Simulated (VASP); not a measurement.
# Ru (Fm-3m) in VASP: a series of runs, part 2 of 2

VASP 6.6.1.

**5. Single point, PBE**

This run uses another cell than the first one, of 13.01 Å³/atom, 0.931 times its volume.

Input file INCAR:

```
PREC = Accurate
ENCUT = 520
EDIFF = 1E-6
ISMEAR = -1
SIGMA = 0.06122561905347299
LREAL = F
LASPH = T
NELM = 100
ALGO = Normal
ISIF = 2
LWAVE = F
LCHARG = F
GGA = PE
NBANDS = 13
```

Input file KPOINTS:

```
Automatic mesh
0
Gamma
  25 25 25
```

Input file POSCAR:

```
Ru
1.0
    0.0000000000      1.8667592970      1.8667592970
    1.8667592970      0.0000000000      1.8667592970
    1.8667592970      1.8667592970      0.0000000000
Ru
1
Direct
    0.0000000000      0.0000000000      0.0000000000
```

Potentials or basis: VASP PAW PBE potentials, release 64 (Ru_pv).

Started as:

```sh
> cat potpaw_PBE.64/Ru_pv/POTCAR > POTCAR
> mpirun -np 1 vasp_std > vasp.out
```

OUTCAR:

```text
PREC = Accurate
   ENCUT = 520
   EDIFF = 1E-6
   ISMEAR = -1
   LREAL = F
   LASPH = T
   NELM = 100
   ISIF = 2
   GGA = PE

 ion  position               nearest neighbor table
   1  0.000  0.000  0.000-

  LATTYP: Found a face centered cubic cell.
 ALAT       =     3.7335185940

  Lattice vectors:

 A1 = (   0.0000000000,   1.8667592970,   1.8667592970)
 A2 = (   1.8667592970,   0.0000000000,   1.8667592970)
 A3 = (   1.8667592970,   1.8667592970,   0.0000000000)

Analysis of symmetry for initial positions (statically):
=====================================================================
 Subroutine PRICEL returns:
 Original cell was already a primitive cell.

 Routine SETGRP: Setting up the symmetry group for a
 face centered cubic supercell.

 Subroutine GETGRP returns: Found 48 space group operations
 (whereof 48 operations were pure point group operations)
 out of a pool of 48 trial point group operations.

The static configuration has the point symmetry O_h .

Analysis of symmetry for dynamics (positions and initial velocities):
=====================================================================
 Subroutine PRICEL returns:
 Original cell was already a primitive cell.

 Routine SETGRP: Setting up the symmetry group for a
 face centered cubic supercell.

 Subroutine GETGRP returns: Found 48 space group operations
 (whereof 48 operations were pure point group operations)
 out of a pool of 48 trial point group operations.

The dynamic configuration has the point symmetry O_h .

 Subroutine INISYM returns: Found 48 space group operations
 (whereof 48 operations are pure point group operations),
 and found     1 'primitive' translations

----------------------------------------------------------------------------------------

                                     Primitive cell

  volume of cell :      13.0105

  direct lattice vectors                    reciprocal lattice vectors
     0.000000000  1.866759297  1.866759297    -0.267843852  0.267843852  0.267843852
     1.866759297  0.000000000  1.866759297     0.267843852 -0.267843852  0.267843852
     1.866759297  1.866759297  0.000000000     0.267843852  0.267843852 -0.267843852

  length of vectors
     2.639996316  2.639996316  2.639996316     0.463919159  0.463919159  0.463919159

  position of ions in fractional coordinates (direct lattice)
     0.000000000  0.000000000  0.000000000

  ion indices of the primitive-cell ions
   primitive index   ion index
                 1           1

----------------------------------------------------------------------------------------

 KPOINTS: Automatic mesh

Automatic generation of k-mesh.
 Grid dimensions read from file:
 generate k-points for:   25   25   25

 Generating k-lattice:

  Cartesian coordinates                     Fractional coordinates (reciprocal lattice)
    -0.010713754  0.010713754  0.010713754     0.040000000  0.000000000  0.000000000
     0.010713754 -0.010713754  0.010713754     0.000000000  0.040000000  0.000000000
     0.010713754  0.010713754 -0.010713754     0.000000000  0.000000000  0.040000000

  Length of vectors
     0.018556766  0.018556766  0.018556766

  Shift w.r.t. Gamma in fractional coordinates (k-lattice)
     0.000000000  0.000000000  0.000000000

 Subroutine IBZKPT returns following result:
 ===========================================

 Found    455 irreducible k-points:

 Following reciprocal coordinates:
            Coordinates               Weight
  0.000000  0.000000  0.000000      1.000000
  0.040000  0.000000  0.000000      8.000000
  0.080000  0.000000  0.000000      8.000000
  0.120000  0.000000  0.000000      8.000000
  0.160000  0.000000  0.000000      8.000000
  0.200000  0.000000  0.000000      8.000000
[... 16 lines left out ...]
  0.400000  0.040000  0.000000     24.000000
  0.440000  0.040000  0.000000     24.000000
 [... further k-points ...]
   k-points           NKPTS =    455   k-points in BZ     NKDIM =    455   number of bands    NBANDS=     13
   number of dos      NEDOS =    301   number of ions     NIONS =      1
   total plane-waves  NPLWV =   8000
   dimension x,y,z NGX =    20 NGY =   20 NGZ =   20
   dimension x,y,z NGXF=    40 NGYF=   40 NGZF=   40
   ions per type =               1
   NGX,Y,Z   is equivalent  to a cutoff of  12.59, 12.59, 12.59 a.u.
   NGXF,Y,Z  is equivalent  to a cutoff of  25.19, 25.19, 25.19 a.u.
 SYSTEM =  unknown system
   PREC   = accura    normal or accurate (medium, high low for compatibility)
   ISTART =      0    job   : 0-new  1-cont  2-samecut
   ICHARG =      2    charge: 1-file 2-atom 10-const
   ISPIN  =      1    spin polarized calculation?
   LNONCOLLINEAR =      F non collinear calculations
   LSORBIT =      F    spin-orbit coupling
   LASPH  =      T    aspherical Exc in radial PAW
   ENCUT  =  520.0 eV  38.22 Ry    6.18 a.u.   4.91  4.91  4.91*2*pi/ulx,y,z
   NELM   =    100;   NELMIN=  2; NELMDL= -5     # of ELM steps
   EDIFF  = 0.1E-05   stopping-criterion for ELM
   LREAL  =      F    real-space projection
   EDIFFG = 0.1E-04   stopping-criterion for IOM
   NSW    =      0    number of steps for IOM
   IBRION =     -1    ionic relax: 0-MD 1-quasi-New 2-CG
   NFREE  =      0    steps in history (QN), initial steepest desc. (CG)
   ISIF   =      2    stress and relaxation
   ISYM   =      2    0-nonsym 1-usesym 2-fastsym
   POTIM  = 0.5000    time-step for ionic-motion
   TEBEG  =    0.0;   TEEND  =   0.0 temperature during run
   PSTRESS=    0.0 pullay stress
   NELECT =      14.0000    total number of electrons
   NUPDOWN=      -1.0000    fix difference up-down
   EMIN   =  10.00;   EMAX   =-10.00  energy-range for DOS
   EFERMI =   0.00;   METHOD = LEGACY
   ISMEAR =    -1;   SIGMA  =   0.06  broadening in eV -4-tet -1-fermi 0-gaus
   EFERMI_NEDOS =   21; number of points for ismear=-14 and -15
   IALGO  =     38    algorithm
   IMIX   =      4    mixing-type and parameters
     AMIX     =   0.40;   BMIX     =  1.00
     AMIX_MAG =   1.60;   BMIX_MAG =  1.00
  volume/ion in A,a.u.               =      13.01        87.80
  Fermi-wavevector in a.u.,A,eV,Ry     =   1.677590  3.170186 38.290992  2.814309
  Thomas-Fermi vector in A             =   2.761829
   LORBIT       =      0    0 simple, 1 ext, 2 COOP (PROOUT), +10 PAW based schemes
   GGA     = PE    functional components
   LHFCALC =     F    Hartree Fock is set to
   AEXX    =    0.0000 exact exchange contribution
   IVDW    =     0    specifies the selected vdW correction
   LEPSILON=     F    determine dielectric tensor
   LRPA    =     F    only Hartree local field effects (RPA)
 non-spin polarized calculation
  energy-cutoff  :      520.00
  volume of cell :       13.01
 maximum number of plane-waves:       361
   NGX =  9   NGY =  9   NGZ =  9

 number of electron      14.0000002 magnetization

 Free energy of the ion-electron system (eV)
  ---------------------------------------------------
  ext. energy  EPLUGINS =         0.00000000
  ---------------------------------------------------
  free energy    TOTEN  =        -9.07527560 eV

  energy without entropy =       -9.06322521  energy(sigma->0) =       -9.06925041

 E-fermi :  13.5293     XC(G=0): -14.3853

 val. band max:       13.5251457580   @ k =   0.3600   0.2800   0.0000
 cond. band min:      13.5323111663   @ k =  -0.2800   0.0800   0.0000
 fundamental gap:      0.0071654083
 Fermi energy:        13.5292559418

 k-point     1 :       0.0000    0.0000    0.0000
  band No.  band energies     occupation
      1     -28.8878      2.00000
      2     -28.8878      2.00000
      3     -28.8878      2.00000
      4       5.3920      2.00000
      5      10.7940      2.00000
      6      10.7940      2.00000
      7      10.7940      2.00000
      8      13.4112      1.74610
      9      13.4112      1.74610
     10      24.0319      0.00000
     11      28.5625      0.00000
     12      34.5490      0.00000
     13      34.5490      0.00000
[... 353 lines left out ...]
 k-point    24 :       0.4400    0.0400    0.0000
  band No.  band energies     occupation
      1     -30.0509      2.00000
      2     -29.0533      2.00000
      3     -29.0507      2.00000
      4       7.2654      2.00000
      5      10.6550      2.00000
      6      10.7913      2.00000
      7      13.4881      1.32415
      8      15.2879      0.00000
      9      15.4731      0.00000
     10      24.0288      0.00000
     11      24.9928      0.00000
     12      28.6900      0.00000
     13      35.4082      0.00000

 [... further k-points ...]

------------------------ aborting loop because EDIFF is reached ----------------------------------------

  FORCE on cell =-STRESS in cart. coord.  units (eV):
  Direction    XX          YY          ZZ          XY          YZ          ZX
  --------------------------------------------------------------------------------------
  -------------------------------------------------------------------------------------
  Total        1.7715126      1.7715126      1.7715126     -0.0000000     -0.0000000      0.0000000
  in kB      218.1523338    218.1523338    218.1523338     -0.0000000     -0.0000000      0.0000000
  external PRESSURE =     218.1523338 kB  Pullay stress =       0.0000000 kB

 VOLUME and BASIS-vectors are now :
 -----------------------------------------------------------------------------
  energy-cutoff  :      520.00
  volume of cell :       13.01
      direct lattice vectors                 reciprocal lattice vectors
     0.000000000  1.866759297  1.866759297    -0.267843852  0.267843852  0.267843852
     1.866759297  0.000000000  1.866759297     0.267843852 -0.267843852  0.267843852
     1.866759297  1.866759297  0.000000000     0.267843852  0.267843852 -0.267843852

 POSITION                                       TOTAL-FORCE (eV/Angst)
 -----------------------------------------------------------------------------------
      0.00000      0.00000      0.00000        -0.000000      0.000000      0.000000
 -----------------------------------------------------------------------------------
    total drift:                               -0.000000     -0.000000     -0.000000

  FREE ENERGIE OF THE ION-ELECTRON SYSTEM (eV)
  ---------------------------------------------------
  free  energy   TOTEN  =        -9.0752755956 eV

  energy  without entropy=       -9.0632252145  energy(sigma->0) =       -9.06925041
```

It took 31 s on 1 thread of AMD EPYC 9R45 (Zen 5), shared host; peak memory 0.15 GiB.

Results:

| Quantity | Value |
| --- | --- |
| Free energy | -9.0753 eV |
| Pressure | 21.8 GPa |
| Band gap on the k mesh | zero (band 7 reaches 15.93 eV, above the bottom of band 8 at 12.10 eV) |

**6. Summary**

| level | cell | k mesh | smearing | gap on the mesh (eV) | pressure (GPa) |
| --- | --- | --- | --- | --- | --- |
| r2SCAN | a = 2.704 Å, angles 60.0°, 1 atom | 15 × 15 × 15 | fermi-dirac 0.1 eV | none | -8.1 |
| r2SCAN | a = 2.730 Å, angles 60.0°, 1 atom | 15 × 15 × 15 | fermi-dirac 0.1 eV | none | -16.0 |
| PBE | a = 2.640 Å, angles 60.0°, 1 atom | 25 × 25 × 25 | fermi-dirac 0.0612256 eV | none | 21.8 |

Alike in all rows: task single point; potentials or basis VASP PAW PBE potentials, release 64 (Ru_pv); no spin polarisation; cutoff (eV) 520.

Caveats: the PAW data sets were made with another functional, which shifts forces and pressure a little (some runs).

Absolute energies hang on the potentials; compare differences alone.
